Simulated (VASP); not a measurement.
Set up this calculation in VASP 6.6.1, as the native input.

- Task: single point
- Functional: HSE06
- Potentials or basis: VASP PAW PBE potentials, release 64 (Li_sv, Se)
- Cutoff: 650 eV
- k mesh: 4 × 4 × 4
- Occupations: methfessel-paxton, width 0.001 eV
- Spin: no spin polarisation
- Dipole correction: no
- Grid for exact exchange (PRECFOCK): Normal
- Further INCAR settings: ALGO = Normal; EDIFF = 1e-06; NBANDS = 13
- Share of exact exchange: 0.25
- Screening parameter: 0.2079 1/Å

Crystal: Li2Se.

```
Li Se
1.0
     0.00000    2.99346    2.99346
     2.99346    0.00000    2.99346
     2.99346    2.99346    0.00000
Li Se
2 1
Direct
  0.25000 0.25000 0.25000
  0.75000 0.75000 0.75000
  0.00000 0.00000 0.00000
```

The input as run:

POSCAR

```
Li2Se
1.0
    0.0000000000      2.9934588661      2.9934588661
    2.9934588661      0.0000000000      2.9934588661
    2.9934588661      2.9934588661      0.0000000000
Li Se
2 1
Direct
    0.2500000000      0.2500000000      0.2500000000
    0.7500000000      0.7500000000      0.7500000000
    0.0000000000      0.0000000000      0.0000000000
```

INCAR.step1

```
SYSTEM = Li2Se
PREC     = Accurate       ! precision mode
ENCUT    = 650            ! plane-wave cutoff, eV
EDIFF    = 1E-5           ! SCF threshold, eV
ISMEAR   = 1              ! smearing method
SIGMA    = 0.001          ! smearing width, eV
LREAL    = .False.        ! projectors in reciprocal space
LASPH    = .True.         ! aspherical terms in the spheres
NELM     = 120            ! most SCF steps
ALGO     = Normal         ! electronic algorithm
ISIF     = 2              ! what is computed and relaxed
LWAVE    = .True.         ! write WAVECAR
LCHARG   = .False.        ! write CHGCAR
NBANDS   = 13             ! bands
GGA      = PE             ! functional
GGA_COMPAT= .False.
```

INCAR.step2

```
SYSTEM = Li2Se
PREC     = Accurate       ! precision mode
ENCUT    = 650            ! plane-wave cutoff, eV
EDIFF    = 1E-6           ! SCF threshold, eV
ISMEAR   = 1              ! smearing method
SIGMA    = 0.001          ! smearing width, eV
LREAL    = .False.        ! projectors in reciprocal space
LASPH    = .True.         ! aspherical terms in the spheres
NELM     = 120            ! most SCF steps
ALGO     = Normal         ! electronic algorithm
ISIF     = 2              ! what is computed and relaxed
LWAVE    = .False.        ! write WAVECAR
LCHARG   = .False.        ! write CHGCAR
GGA      = PE             ! functional
LHFCALC  = .True.         ! exact exchange
HFSCREEN = 0.2079         ! screening, 1/A
PRECFOCK = Normal       
NBANDS   = 13             ! bands
ISTART   = 1            
GGA_COMPAT= .False.
```

KPOINTS

```
regular mesh
0
Gamma
  4 4 4
  0 0 0
```

Potentials or basis: VASP PAW PBE potentials, release 64 (Li_sv, Se).

Launch:

```sh
$ cat potpaw_PBE.64/Li_sv/POTCAR potpaw_PBE.64/Se/POTCAR > POTCAR
$ cp INCAR.step1 INCAR
$ mpirun -np 1 vasp_std > vasp.out
$ cp INCAR.step2 INCAR
$ mpirun -np 1 vasp_std > vasp.out
```

It gave:

| Item | Value |
| --- | --- |
| Pressure | -0.5 GPa |
| Band gap on the k mesh | 3.83 eV (least direct gap 4.39 eV) |

Caveat: the k points lie up to 0.45 Å⁻¹ apart; the PAW data sets were made with another functional, which shifts forces and pressure a little.

Wall time 5.6 min on 1 thread of Intel(R) Xeon(R) Platinum 8375C CPU @ 2.90GHz (Ice Lake), on a shared host, peak memory 0.31 GiB.
